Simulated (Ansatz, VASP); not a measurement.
# W3N4: VASP beside Ansatz

```
CELL_PARAMETERS angstrom
4.22049 0.00000 0.00000
0.00000 4.22049 0.00000
0.00000 0.00000 4.22049
ATOMIC_POSITIONS crystal
W 0.50000 0.50000 0.00000
W 0.00000 0.50000 0.50000
W 0.50000 0.00000 0.50000
N 0.50000 0.50000 0.50000
N 0.50000 0.00000 0.00000
N 0.00000 0.50000 0.00000
N 0.00000 0.00000 0.50000
```

Alike in both runs: functional PBE; k mesh 4 × 4 × 4; occupations gaussian, width 0.1 eV; no spin polarisation.

Ansatz relaxed the structure, and its values are those at the end. VASP's run is a single point on that final structure, the one shown.

|  | VASP | Ansatz |
| --- | --- | --- |
| version | VASP 6.6.1 | Ansatz 0.2.0 |
| potentials or method | VASP PAW PBE potentials, release 64 (W_sv, N_h), cutoff 1330 eV | scalar-relativistic, plane waves, PAW |
| valence electrons in the cell | 62 | 62 |

|  | VASP | Ansatz | Ansatz less VASP |
| --- | --- | --- | --- |
| gap on the k mesh at the Fermi level (eV) | none | none | - |
| pressure (GPa) | 1.3 | 0.0 | -1.28 |

A gap of «none» marks a metal or a gap that the smearing closes.

The k mesh is coarse, so the values compare programs but aren't converged. Neither program's run includes spin-orbit coupling.
